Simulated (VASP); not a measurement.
# KF (Fm-3m) in VASP: a series of runs

The runs below take KF through single point, with LDA, PBE.

All numbers are computed with VASP 6.6.1; they aren't measurements. Logs are shortened: lines on timing, memory, paths and dates and some standing lists are left out, and cuts for length are marked.

## (1) The cell of the first run

The structure is cubic, space group Fm-3m (No. 225). Conventional cell: a = 5.318 Å, b = 5.318 Å, c = 5.318 Å, α = 90.00°, β = 90.00°, γ = 90.00°. Within 3.5 Å of K (site symmetry m-3m) lie 6 F at 2.66 Å. Within 3.5 Å of F (site symmetry m-3m) lie 6 K at 2.66 Å.

## (2) Single point, LDA

The input, INCAR:

```
SYSTEM = KF
ALGO = Normal
EDIFF = 1E-6
ENCUT = 520
GGA = CA
ISIF = 2
ISMEAR = 0
LASPH = .True.
LCHARG = .False.
LREAL = .False.
LWAVE = .False.
NBANDS = 15
NELM = 80
PREC = Accurate
SIGMA = 0.01
```

The input, KPOINTS:

```
k-points
0
Gamma
  4 4 4
  0 0 0
```

The input, POSCAR:

```
KF
1.0
    0.0000000000      2.6589605792      2.6589605792
    2.6589605792      0.0000000000      2.6589605792
    2.6589605792      2.6589605792      0.0000000000
K F
1 1
Direct
    0.0000000000      0.0000000000      0.0000000000
    0.5000000000      0.5000000000      0.5000000000
```

Potentials or basis: VASP PAW LDA potentials, release 64 (K_sv, F).

The run is started by

```bash
$ cat potpaw_LDA.64/K_sv/POTCAR potpaw_LDA.64/F/POTCAR > POTCAR
$ mpirun -np 1 vasp_std > vasp.out
```

OUTCAR:

```text
SYSTEM = KF
   EDIFF = 1E-6
   ENCUT = 520
   GGA = CA
   ISIF = 2
   ISMEAR = 0
   LASPH = .True.
   LREAL = .False.
   NELM = 80
   PREC = Accurate

 ion  position               nearest neighbor table
   1  0.000  0.000  0.000-   2 2.66   2 2.66   2 2.66   2 2.66   2 2.66   2 2.66
   2  0.500  0.500  0.500-   1 2.66   1 2.66   1 2.66   1 2.66   1 2.66   1 2.66

  LATTYP: Found a face centered cubic cell.
 ALAT       =     5.3179211584

  Lattice vectors:

 A1 = (   0.0000000000,   2.6589605792,   2.6589605792)
 A2 = (   2.6589605792,   0.0000000000,   2.6589605792)
 A3 = (   2.6589605792,   2.6589605792,   0.0000000000)

Analysis of symmetry for initial positions (statically):
=====================================================================
 Subroutine PRICEL returns:
 Original cell was already a primitive cell.

 Routine SETGRP: Setting up the symmetry group for a
 face centered cubic supercell.

 Subroutine GETGRP returns: Found 48 space group operations
 (whereof 48 operations were pure point group operations)
 out of a pool of 48 trial point group operations.

The static configuration has the point symmetry O_h .

Analysis of symmetry for dynamics (positions and initial velocities):
=====================================================================
 Subroutine PRICEL returns:
 Original cell was already a primitive cell.

 Routine SETGRP: Setting up the symmetry group for a
 face centered cubic supercell.

 Subroutine GETGRP returns: Found 48 space group operations
 (whereof 48 operations were pure point group operations)
 out of a pool of 48 trial point group operations.

The dynamic configuration has the point symmetry O_h .

 Subroutine INISYM returns: Found 48 space group operations
 (whereof 48 operations are pure point group operations),
 and found     1 'primitive' translations

----------------------------------------------------------------------------------------

                                     Primitive cell

  volume of cell :      37.5981

  direct lattice vectors                    reciprocal lattice vectors
     0.000000000  2.658960579  2.658960579    -0.188043405  0.188043405  0.188043405
     2.658960579  0.000000000  2.658960579     0.188043405 -0.188043405  0.188043405
     2.658960579  2.658960579  0.000000000     0.188043405  0.188043405 -0.188043405

  length of vectors
     3.760338113  3.760338113  3.760338113     0.325700731  0.325700731  0.325700731

  position of ions in fractional coordinates (direct lattice)
     0.000000000  0.000000000  0.000000000
     0.500000000  0.500000000  0.500000000

  ion indices of the primitive-cell ions
   primitive index   ion index
                 1           1
                 2           2

----------------------------------------------------------------------------------------

 KPOINTS: k-points

Automatic generation of k-mesh.
 Grid dimensions read from file:
 generate k-points for:    4    4    4

 Generating k-lattice:

  Cartesian coordinates                     Fractional coordinates (reciprocal lattice)
    -0.047010851  0.047010851  0.047010851     0.250000000  0.000000000  0.000000000
     0.047010851 -0.047010851  0.047010851     0.000000000  0.250000000  0.000000000
     0.047010851  0.047010851 -0.047010851     0.000000000  0.000000000  0.250000000

  Length of vectors
     0.081425183  0.081425183  0.081425183

  Shift w.r.t. Gamma in fractional coordinates (k-lattice)
     0.000000000  0.000000000  0.000000000

 Subroutine IBZKPT returns following result:
 ===========================================

 Found      8 irreducible k-points:

 Following reciprocal coordinates:
            Coordinates               Weight
  0.000000  0.000000  0.000000      1.000000
  0.250000  0.000000  0.000000      8.000000
  0.500000  0.000000  0.000000      4.000000
  0.250000  0.250000  0.000000      6.000000
  0.500000  0.250000  0.000000     24.000000
 -0.250000  0.250000  0.000000     12.000000
  0.500000  0.500000  0.000000      3.000000
 -0.250000  0.500000  0.250000      6.000000
   k-points           NKPTS =      8   k-points in BZ     NKDIM =      8   number of bands    NBANDS=     15
   number of dos      NEDOS =    301   number of ions     NIONS =      2
   total plane-waves  NPLWV =  21952
   dimension x,y,z NGX =    28 NGY =   28 NGZ =   28
   dimension x,y,z NGXF=    56 NGYF=   56 NGZF=   56
   ions per type =               1   1
   NGX,Y,Z   is equivalent  to a cutoff of  12.38, 12.38, 12.38 a.u.
   NGXF,Y,Z  is equivalent  to a cutoff of  24.76, 24.76, 24.76 a.u.
 SYSTEM =  KF
   PREC   = accura    normal or accurate (medium, high low for compatibility)
   ISTART =      0    job   : 0-new  1-cont  2-samecut
   ICHARG =      2    charge: 1-file 2-atom 10-const
   ISPIN  =      1    spin polarized calculation?
   LNONCOLLINEAR =      F non collinear calculations
   LSORBIT =      F    spin-orbit coupling
   LASPH  =      T    aspherical Exc in radial PAW
   ENCUT  =  520.0 eV  38.22 Ry    6.18 a.u.   6.99  6.99  6.99*2*pi/ulx,y,z
   NELM   =     80;   NELMIN=  2; NELMDL= -5     # of ELM steps
   EDIFF  = 0.1E-05   stopping-criterion for ELM
   LREAL  =      F    real-space projection
   EDIFFG = 0.1E-04   stopping-criterion for IOM
   NSW    =      0    number of steps for IOM
   IBRION =     -1    ionic relax: 0-MD 1-quasi-New 2-CG
   NFREE  =      0    steps in history (QN), initial steepest desc. (CG)
   ISIF   =      2    stress and relaxation
   ISYM   =      2    0-nonsym 1-usesym 2-fastsym
   POTIM  = 0.5000    time-step for ionic-motion
   TEBEG  =    0.0;   TEEND  =   0.0 temperature during run
   PSTRESS=    0.0 pullay stress
   NELECT =      16.0000    total number of electrons
   NUPDOWN=      -1.0000    fix difference up-down
   EMIN   =  10.00;   EMAX   =-10.00  energy-range for DOS
   EFERMI =   0.00;   METHOD = LEGACY
   ISMEAR =     0;   SIGMA  =   0.01  broadening in eV -4-tet -1-fermi 0-gaus
   EFERMI_NEDOS =   21; number of points for ismear=-14 and -15
   IALGO  =     38    algorithm
   IMIX   =      4    mixing-type and parameters
     AMIX     =   0.40;   BMIX     =  1.00
     AMIX_MAG =   1.60;   BMIX_MAG =  1.00
  volume/ion in A,a.u.               =      18.80       126.86
  Fermi-wavevector in a.u.,A,eV,Ry     =   1.231382  2.326975 20.630548  1.516303
  Thomas-Fermi vector in A             =   2.366194
   LORBIT       =      0    0 simple, 1 ext, 2 COOP (PROOUT), +10 PAW based schemes
   GGA     = CA    functional components
   LHFCALC =     F    Hartree Fock is set to
   AEXX    =    0.0000 exact exchange contribution
   IVDW    =     0    specifies the selected vdW correction
   LEPSILON=     F    determine dielectric tensor
   LRPA    =     F    only Hartree local field effects (RPA)
 non-spin polarized calculation
 Gauss-broadening in eV      SIGMA  =   0.01
  energy-cutoff  :      520.00
  volume of cell :       37.60
 maximum number of plane-waves:      1036
   NGX = 13   NGY = 13   NGZ = 13

 number of electron      16.0000010 magnetization

 Free energy of the ion-electron system (eV)
  ---------------------------------------------------
  ext. energy  EPLUGINS =         0.00000000
  ---------------------------------------------------
  free energy    TOTEN  =        -9.04452344 eV

  energy without entropy =       -9.04452344  energy(sigma->0) =       -9.04452344

 E-fermi :  -3.0475     XC(G=0):  -9.1900

 val. band max:       -3.1926466264   @ k =   0.0000   0.0000   0.0000
 cond. band min:       2.6725297713   @ k =   0.0000   0.0000   0.0000
 fundamental gap:      5.8651763977
 Fermi energy:        -3.0474668122

 k-point     1 :       0.0000    0.0000    0.0000
  band No.  band energies     occupation
      1     -28.7857      2.00000
      2     -21.4166      2.00000
      3     -12.2465      2.00000
      4     -12.2465      2.00000
      5     -12.2465      2.00000
      6      -3.1926      2.00000
      7      -3.1926      2.00000
      8      -3.1926      2.00000
      9       2.6725      0.00000
     10       7.3600      0.00000
     11       7.3600      0.00000
     12       7.3600      0.00000
     13       9.1135      0.00000
     14       9.1135      0.00000
     15      13.2726      0.00000

 k-point     2 :       0.2500    0.0000    0.0000
  band No.  band energies     occupation
      1     -28.7302      2.00000
      2     -21.4700      2.00000
      3     -12.3989      2.00000
      4     -12.2666      2.00000
      5     -12.2666      2.00000
      6      -3.6721      2.00000
      7      -3.3857      2.00000
      8      -3.3857      2.00000
      9       4.2244      0.00000
     10       6.6876      0.00000
     11       8.1286      0.00000
     12       8.1286      0.00000
     13       9.7367      0.00000
     14       9.7367      0.00000
     15      15.3241      0.00000

 k-point     3 :       0.5000    0.0000    0.0000
  band No.  band energies     occupation
      1     -28.6735      2.00000
      2     -21.5242      2.00000
      3     -12.5479      2.00000
      4     -12.2862      2.00000
      5     -12.2862      2.00000
      6      -4.0548      2.00000
      7      -3.5701      2.00000
      8      -3.5701      2.00000
      9       5.6454      0.00000
     10       7.1289      0.00000
     11       8.8423      0.00000
     12       8.8423      0.00000
     13      11.2212      0.00000
     14      11.2212      0.00000
     15      13.0072      0.00000
[... 55 lines left out ...]
 k-point     7 :       0.5000    0.5000    0.0000
  band No.  band energies     occupation
      1     -28.6495      2.00000
      2     -21.4392      2.00000
      3     -12.8836      2.00000
      4     -12.4861      2.00000
      5     -12.4861      2.00000
      6      -3.3980      2.00000
      7      -3.2446      2.00000
      8      -3.2446      2.00000
      9       4.7162      0.00000
     10       7.0023      0.00000
     11       8.3157      0.00000
     12      10.4680      0.00000
     13      11.1748      0.00000
     14      11.1748      0.00000
     15      12.6007      0.00000

 k-point     8 :      -0.2500    0.5000    0.2500
  band No.  band energies     occupation
      1     -28.6460      2.00000
      2     -21.4692      2.00000
      3     -12.6880      2.00000
      4     -12.6880      2.00000
      5     -12.3406      2.00000
      6      -3.6301      2.00000
      7      -3.3548      2.00000
      8      -3.3548      2.00000
      9       6.2968      0.00000
     10       6.2968      0.00000
     11       7.9468      0.00000
     12      10.1758      0.00000
     13      11.1853      0.00000
     14      11.6507      0.00000
     15      12.8631      0.00000

------------------------ aborting loop because EDIFF is reached ----------------------------------------

  FORCE on cell =-STRESS in cart. coord.  units (eV):
  Direction    XX          YY          ZZ          XY          YZ          ZX
  --------------------------------------------------------------------------------------
  -------------------------------------------------------------------------------------
  Total       -0.7067985     -0.7067985     -0.7067985     -0.0000000      0.0000000     -0.0000000
  in kB      -30.1189961    -30.1189961    -30.1189961     -0.0000000      0.0000000     -0.0000000
  external PRESSURE =     -30.1189961 kB  Pullay stress =       0.0000000 kB

 VOLUME and BASIS-vectors are now :
 -----------------------------------------------------------------------------
  energy-cutoff  :      520.00
  volume of cell :       37.60
      direct lattice vectors                 reciprocal lattice vectors
     0.000000000  2.658960579  2.658960579    -0.188043405  0.188043405  0.188043405
     2.658960579  0.000000000  2.658960579     0.188043405 -0.188043405  0.188043405
     2.658960579  2.658960579  0.000000000     0.188043405  0.188043405 -0.188043405

 POSITION                                       TOTAL-FORCE (eV/Angst)
 -----------------------------------------------------------------------------------
      0.00000      0.00000      0.00000        -0.000000     -0.000000      0.000000
      2.65896      2.65896      2.65896         0.000000      0.000000     -0.000000
 -----------------------------------------------------------------------------------
    total drift:                                0.000000      0.000000      0.000000

  FREE ENERGIE OF THE ION-ELECTRON SYSTEM (eV)
  ---------------------------------------------------
  free  energy   TOTEN  =        -9.0445234424 eV

  energy  without entropy=       -9.0445234424  energy(sigma->0) =       -9.04452344
```

Run time: 3.6 s. Hardware: 1 thread of AMD EPYC 7R13 (Zen 3), shared host; peak memory 0.11 GiB.

What came out:

- Free energy: -9.0445 eV
- Pressure: -3.0 GPa
- Band gap on the k mesh: 5.87 eV, direct

Levels at points of the mesh, in eV from the valence-band top:
```tsv
k point	band 5	band 6	band 7	band 8	band 9	band 10	band 11	band 12
(0.00, 0.00, 0.00)	-9.05	0.00	0.00	0.00	5.87	10.55	10.55	10.55
(0.50, 0.00, 0.00)	-9.09	-0.86	-0.38	-0.38	8.84	10.32	12.03	12.03
(0.50, 0.50, 0.00)	-9.29	-0.21	-0.05	-0.05	7.91	10.19	11.51	13.66
```

Caveat: the k points lie up to 0.51 Å⁻¹ apart. As with any semilocal functional, this LDA gap is likely too small.

## (3) Single point, PBE

The input, INCAR:

```
ALGO = Normal
EDIFF = 1E-6
ENCUT = 520
GGA = PE
ISIF = 2
ISMEAR = 0
LASPH = T
LCHARG = F
LREAL = F
LWAVE = F
NBANDS = 15
NELM = 100
PREC = Accurate
SIGMA = 0.01
```

The input, KPOINTS:

```
k-points
0
Gamma
  4 4 4
```

POSCAR is that of step 2.

Potentials or basis: VASP PAW PBE potentials, release 64 (K_sv, F).

The run is started by

```bash
$ cat potpaw_PBE.64/K_sv/POTCAR potpaw_PBE.64/F/POTCAR > POTCAR
$ mpirun -np 1 vasp_std > vasp.out
```

It took 4.4 s on 1 thread of AMD EPYC 7R13 (Zen 3), shared host; peak memory 0.12 GiB.

Results (log left out):

```
Free energy            : -8.2836 eV
Pressure               : 2.0 GPa
Band gap on the k mesh : 6.24 eV, direct
```

Levels at points of the mesh, in eV from the valence-band top:
| k point | band 4 | band 5 | band 6 | band 7 | band 8 | band 9 | band 10 | band 11 | band 12 | band 13 |
| --- | --- | --- | --- | --- | --- | --- | --- | --- | --- | --- |
| (0.00, 0.00, 0.00) | -9.34 | -9.34 | 0.00 | 0.00 | 0.00 | 6.24 | 10.72 | 10.72 | 10.72 | 12.41 |
| (0.50, 0.00, 0.00) | -9.38 | -9.38 | -0.81 | -0.36 | -0.36 | 9.13 | 10.71 | 12.14 | 12.14 | 14.40 |
| (0.50, 0.50, 0.00) | -9.56 | -9.56 | -0.21 | -0.05 | -0.05 | 8.21 | 10.38 | 11.93 | 13.69 | 14.32 |

Caveat: the k points lie up to 0.51 Å⁻¹ apart. A hybrid or GW would open this gap; PBE tends to underestimate it.
